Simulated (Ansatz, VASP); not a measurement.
# CoSi in VASP and in Ansatz

File INCAR:

```
SYSTEM = CoSi
PREC = Accurate
ENCUT = 520
EDIFF = 1E-7
ISMEAR = 0
SIGMA = 0.15
LREAL = .FALSE.
LASPH = .TRUE.
NELM = 60
ALGO = Normal
ISIF = 2
LWAVE = .FALSE.
LCHARG = .TRUE.
GGA = PE
LELF = .TRUE.
LVHAR = .TRUE.
NBANDS = 36
```

File KPOINTS:

```
regular mesh
0
G
  10 10 10
  0 0 0
```

The input POSCAR:

```
CoSi
1.0
    4.9293195796      0.0000000000      0.0000000000
    0.0000000000      3.9323785410      0.0000000000
    0.0000000000      0.0000000000      4.4308490603
Co Si
4 4
Direct
    0.1450189116      0.1450189116      0.1450189116
    0.3549810884      0.8549810884      0.6450189116
    0.6450189116      0.3549810884      0.8549810884
    0.8549810884      0.6450189116      0.3549810884
    0.8431597103      0.8431597103      0.8431597103
    0.6568402897      0.1568402897      0.3431597103
    0.3431597103      0.6568402897      0.1568402897
    0.1568402897      0.3431597103      0.6568402897
```

Input for Ansatz:

```yaml
crystal:
  lattice:
    - [4.9293195796, 0.0, 0.0]
    - [0.0, 3.932378541, 0.0]
    - [0.0, 0.0, 4.4308490603]
  atoms:
    - { symbol: Co, position: [0.1450189116, 0.1450189116, 0.1450189116] }
    - { symbol: Co, position: [0.3549810884, 0.8549810884, 0.6450189116] }
    - { symbol: Co, position: [0.6450189116, 0.3549810884, 0.8549810884] }
    - { symbol: Co, position: [0.8549810884, 0.6450189116, 0.3549810884] }
    - { symbol: Si, position: [0.8431597103, 0.8431597103, 0.8431597103] }
    - { symbol: Si, position: [0.6568402897, 0.1568402897, 0.3431597103] }
    - { symbol: Si, position: [0.3431597103, 0.6568402897, 0.1568402897] }
    - { symbol: Si, position: [0.1568402897, 0.3431597103, 0.6568402897] }
basis:
  ecutwfc: 420
kpoints:
  mp_grid: { grid: [10, 10, 10] }
hamiltonian:
  xc: pbe
scf:
  occupations: { method: gaussian, width: 0.15 }
output:
  forces: true
  stress: true
  eigenvalues: true
```

Change from the starting cell: strain +0.1125 x Voigt [1, -1, 0, 0, 0, 0], atoms carried along.

Alike in both runs: task single point; functional PBE; k mesh 10 × 10 × 10; occupations gaussian, width 0.15 eV; no spin polarisation.

|  | VASP | Ansatz |
| --- | --- | --- |
| version | VASP 6.6.1 | Ansatz 0.2.0 |
| potentials or method | VASP PAW PBE potentials, release 64 (Co, Si), cutoff 520 eV | scalar-relativistic, plane waves, PAW |
| valence electrons in the cell | 52 | 84 |

|  | VASP | Ansatz | Ansatz less VASP |
| --- | --- | --- | --- |
| gap on the k mesh at the Fermi level (eV) | none | none | - |
| pressure (GPa) | 11.5 | 11.6 | +0.09 |
| traceless stress, the component that is largest in VASP (GPa) | 29.65 | 29.62 | -0.026 |
| rms of the force components (eV/Å) | 0.300 | 0.295 | -0.0044 |

Atom by atom the forces differ by 0.008 eV/Å (rms over components). A gap of «none» marks a metal or a gap that the smearing closes. VASP's potentials hold 52 valence electrons a cell and Ansatz's 84, so a difference there can come from the potentials and not from the codes.
